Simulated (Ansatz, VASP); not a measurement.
# MgO: VASP beside Ansatz

Contents of INCAR:

```
SYSTEM = MgO
ALGO = Normal
EDIFF = 1E-6
ENCUT = 600
GGA = PE
GGA_COMPAT = .FALSE.
ISIF = 2
ISMEAR = 0
IVDW = 12
LASPH = .TRUE.
LCHARG = .TRUE.
LELF = .TRUE.
LREAL = .FALSE.
LVHAR = .TRUE.
LWAVE = .FALSE.
NBANDS = 11
NELM = 120
PREC = Accurate
SIGMA = 0.02
```

KPOINTS

```
k-points
0
G
  10 10 10
  0 0 0
```

The input POSCAR:

```
MgO
1.0
    0.0000000000      2.0608826958      2.0608826958
    2.0608826958      0.0000000000      2.0608826958
    2.0608826958      2.0608826958      0.0000000000
Mg O
1 1
Direct
    0.0000000000      0.0000000000      0.0000000000
    0.5000000000      0.5000000000      0.5000000000
```

Input for Ansatz:

```yaml
crystal:
  lattice:
    - [0.0, 2.0608826958, 2.0608826958]
    - [2.0608826958, 0.0, 2.0608826958]
    - [2.0608826958, 2.0608826958, 0.0]
  atoms:
    - { symbol: Mg, position: [0.0, 0.0, 0.0] }
    - { symbol: O, position: [0.5, 0.5, 0.5] }
basis:
  ecutwfc: 420
kpoints:
  mp_grid: { grid: [10, 10, 10] }
hamiltonian:
  xc: pbe
  dispersion: d3bj
  pseudopotentials: { kind: paw }
scf:
  occupations: { method: gaussian, width: 0.02 }
output:
  forces: true
  stress: true
  eigenvalues: true
```

Alike in both runs: task single point; functional PBE; dispersion D3(BJ); k mesh 10 × 10 × 10; occupations gaussian, width 0.02 eV; no spin polarisation.

|  | VASP | Ansatz |
| --- | --- | --- |
| version | VASP 6.6.1 | Ansatz 0.2.0 |
| potentials or method | VASP PAW PBE potentials, release 64 (Mg, O), cutoff 600 eV | scalar-relativistic, plane waves, PAW |
| valence electrons in the cell | 8 | 16 |

Ansatz gave:

* gap on the k mesh at the Fermi level (eV): 5.40
* least direct gap on the mesh (eV): 5.40
* pressure (GPa): 11.2

Task: Estimate VASP's values.

Result: gap on the k mesh at the Fermi level (eV): 5.39; least direct gap on the mesh (eV): 5.39; pressure (GPa): 10.2.

VASP's potentials hold 8 valence electrons a cell and Ansatz's 16, so a difference there can come from the potentials and not from the codes.
